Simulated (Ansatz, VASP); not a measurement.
**MgSi2N2 in VASP and in Ansatz**

```xyz
5
Lattice="-1.9181 1.9181 4.5070 1.9181 -1.9181 4.5070 1.9181 1.9181 -4.5070" Properties=species:S:1:pos:R:3 pbc="T T T"
Mg    0.0000    0.0000    0.0000
Si    0.0000    1.9181    2.2535
Si    1.9181    0.0000    2.2535
N     0.0000    0.0000    2.2124
N     0.0000    0.0000    6.8016
```

Change from the starting cell: species swapped into the EuCo2Si2 type (I4/mmm, No. 139).

Alike in both runs: functional PBE; k mesh 6 × 6 × 6; occupations gaussian, width 0.1 eV; no spin polarisation.

Ansatz relaxed the structure, and its values are those at the end. VASP's run is a single point on that final structure, the one shown.

```csv
,VASP,Ansatz
version,VASP 6.6.1,Ansatz 0.2.0
potentials or method,"VASP PAW PBE potentials, release 64 (Mg, Si, N), cutoff 520 eV","scalar-relativistic, plane waves, PAW"
valence electrons in the cell,20,28
```

VASP gave:

```
gap on the k mesh at the Fermi level (eV) : none
pressure (GPa)                            : 0.0
rms of the force components (eV/Å)        : 0.013
```

**Question.** Which values does Ansatz return?

**Answer.** gap on the k mesh at the Fermi level (eV): none; pressure (GPa): 0.1; rms of the force components (eV/Å): 0.009.

A gap of «none» marks a metal or a gap that the smearing closes. VASP's potentials hold 20 valence electrons a cell and Ansatz's 28, so a difference there can come from the potentials and not from the codes.

The k mesh is coarse, so the values compare programs but aren't converged.
